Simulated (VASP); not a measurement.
Input of a VASP 6.6.1 run:

File INCAR:

```
SYSTEM = Si2Mo
PREC = Accurate
ENCUT = 520
EDIFF = 1E-7
ISMEAR = 0
SIGMA = 0.15
LREAL = .FALSE.
LASPH = .TRUE.
NELM = 80
ALGO = Normal
ISIF = 2
LWAVE = .FALSE.
LCHARG = .TRUE.
GGA = PS
LELF = .TRUE.
LVHAR = .TRUE.
NBANDS = 18
```

The input KPOINTS:

```
Automatic mesh
0
G
  24 24 24
  0 0 0
```

File POSCAR:

```
Si2Mo
1.0
   -1.5451572312      1.5451572312      4.1672421444
    1.5451572312     -1.5451572312      4.1672421444
    1.5451572312      1.5451572312     -4.1672421444
Si Mo
2 1
Direct
    0.3350596647      0.3350596647      0.0000000000
    0.6649403353      0.6649403353      0.0000000000
    0.0000000000      0.0000000000      0.0000000000
```

Potentials or basis: VASP PAW PBE potentials, release 64 (Si, Mo_sv).

The run is started by

```bash
$ cat potpaw_PBE.64/Si/POTCAR potpaw_PBE.64/Mo_sv/POTCAR > POTCAR
$ mpirun -np 1 vasp_std > vasp.out
```

(1) Estimate the band gap on the k mesh.

(2) What does it give for the pressure?

(3) Estimate the largest force.

Results:

(1) zero (bands 11 and 12 overlap by 1.17 eV).

(2) 0.5 GPa.

(3) 0.143 eV/Å.

Caveat: the PAW data sets were made with another functional, which shifts forces and pressure a little.
